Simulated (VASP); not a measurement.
HfC: single point with PBE

HfC:

```
Hf C
1.0
     0.00000    2.32500    2.32500
     2.32500    0.00000    2.32500
     2.32500    2.32500    0.00000
Hf C
1 1
Direct
  0.50000 0.50000 0.50000
  0.00000 0.00000 0.00000
```

```
Program             : VASP 6.6.1
Task                : single point
Functional          : PBE
Potentials or basis : VASP PAW PBE potentials, release 64 (Hf_pv, C)
Cutoff              : 520 eV
k mesh              : 10 × 10 × 10
Occupations         : gaussian, width 0.024 eV
Spin                : no spin polarisation
```

The pressure is -0.5 GPa and the band gap on the k mesh is zero (band 7 reaches 6.95 eV, above the bottom of band 8 at 5.55 eV).

Levels at points of the mesh, in eV from the Fermi level:
| k point | band 4 | band 5 | band 6 | band 7 | band 8 | band 9 | band 10 | band 11 |
| --- | --- | --- | --- | --- | --- | --- | --- | --- |
| (0.00, 0.00, 0.00) | -12.33 | 0.98 | 0.98 | 0.98 | 1.37 | 1.37 | 1.37 | 3.37 |
| (0.50, 0.00, 0.00) | -8.59 | -6.16 | -3.00 | -3.00 | 5.30 | 5.30 | 5.76 | 6.53 |
| (0.50, 0.50, 0.00) | -10.43 | -2.61 | -1.79 | -0.12 | -0.12 | 5.29 | 6.72 | 6.72 |

Wall time 20 s on 1 thread of Intel Xeon 6975P-C, with other jobs on the host, peak memory 0.15 GiB.

Caveat: spin-orbit coupling is left out, which moves the levels of the heavy elements.
